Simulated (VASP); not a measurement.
A run of VASP 6.6.1 is set up as follows.

Contents of POSCAR:

```
Hf
1.0
    0.0000000000      2.1312000000      2.1312000000
    2.1312000000      0.0000000000      2.1312000000
    2.1312000000      2.1312000000      0.0000000000
Hf
1
Direct
    0.0000000000      0.0000000000      0.0000000000
```

File INCAR.step1:

```
PREC     = Accurate       # precision mode
ENCUT    = 520            # plane-wave cutoff, eV
ISMEAR   = 0              # smearing method
SIGMA    = 0.15           # smearing width, eV
LREAL    = False          # projectors in reciprocal space
LASPH    = True           # aspherical terms in the spheres
NELM     = 100            # most SCF steps
NBANDS   = 11             # bands
GGA      = PE             # functional
ALGO     = Normal         # electronic algorithm
EDIFF    = 1E-4           # SCF threshold, eV
LWAVE    = True           # write WAVECAR
LCHARG   = False          # write CHGCAR
```

INCAR.step2

```
PREC     = Accurate       # precision mode
ENCUT    = 520            # plane-wave cutoff, eV
EDIFF    = 1E-7           # SCF threshold, eV
ISMEAR   = 0              # smearing method
SIGMA    = 0.15           # smearing width, eV
LREAL    = False          # projectors in reciprocal space
LASPH    = True           # aspherical terms in the spheres
NELM     = 100            # most SCF steps
ALGO     = Normal         # electronic algorithm
ISIF     = 2              # what is computed and relaxed
LWAVE    = False          # write WAVECAR
LCHARG   = False          # write CHGCAR
METAGGA  = R2SCAN         # meta-GGA
LMIXTAU  = True         
NBANDS   = 11             # bands
ISTART   = 1
```

The input KPOINTS:

```
regular mesh
0
Gamma
  18 18 18
```

Potentials or basis: VASP PAW PBE potentials, release 64 (Hf_pv).

The run is started by

```sh
$ cat potpaw_PBE.64/Hf_pv/POTCAR > POTCAR
$ cp INCAR.step1 INCAR
$ mpirun -np 1 vasp_std > vasp.out
$ cp INCAR.step2 INCAR
$ mpirun -np 1 vasp_std > vasp.out
```

Task: Estimate the pressure.

Result: 18.7 GPa.

Task: Estimate the band gap on the k mesh.

Result: Zero (bands 5 and 6 overlap by 2.44 eV).

Caveat: the cell differs from its parent crystal (strain -0.040 along x and y, -0.040 along z); the cell stands under pressure; the PAW data sets were made with another functional, which shifts forces and pressure a little; spin-orbit coupling is left out, which moves the levels of the heavy elements.
